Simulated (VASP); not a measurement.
BP, 2 atoms in the cell. It takes space group F-43m (No. 216, cubic). Conventional cell: a = 4.720 Å, b = 4.720 Å, c = 4.720 Å, α = 90.00°, β = 90.00°, γ = 90.00°. B (site symmetry -43m) has 4 P at 2.04 Å within 2.7 Å. P (site symmetry -43m) has 4 B at 2.04 Å within 2.7 Å.  This cell differs from its parent crystal: strain +0.040 along x and y, +0.040 along z.

```yaml
Program: VASP 6.6.1
Task: single point
Functional: r2SCAN
Potentials_or_basis: VASP PAW PBE potentials, release 64 (B, P)
Cutoff: 520 eV
k_mesh: 10 × 10 × 10
Occupations: gaussian, width 0.05 eV
Spin: no spin polarisation
Dipole_correction: no
Further_INCAR_settings: ALGO = Normal; EDIFF = 1e-07; NBANDS = 11
```

Potentials or basis: VASP PAW PBE potentials, release 64 (B, P).

Launch:

```sh
$ cat potpaw_PBE.64/B/POTCAR potpaw_PBE.64/P/POTCAR > POTCAR
$ cp INCAR.step1 INCAR
$ mpirun -np 1 vasp_std > vasp.out
$ cp INCAR.step2 INCAR
$ mpirun -np 1 vasp_std > vasp.out
```

Hardware: 1 thread of AMD EPYC 7R13 (shared host).

Problem. Estimate the wall time of this run.

Solution. Run time: 3.2 min on 1 thread of AMD EPYC 7R13, on a shared host, peak memory 0.13 GiB. Counts: k points 47.
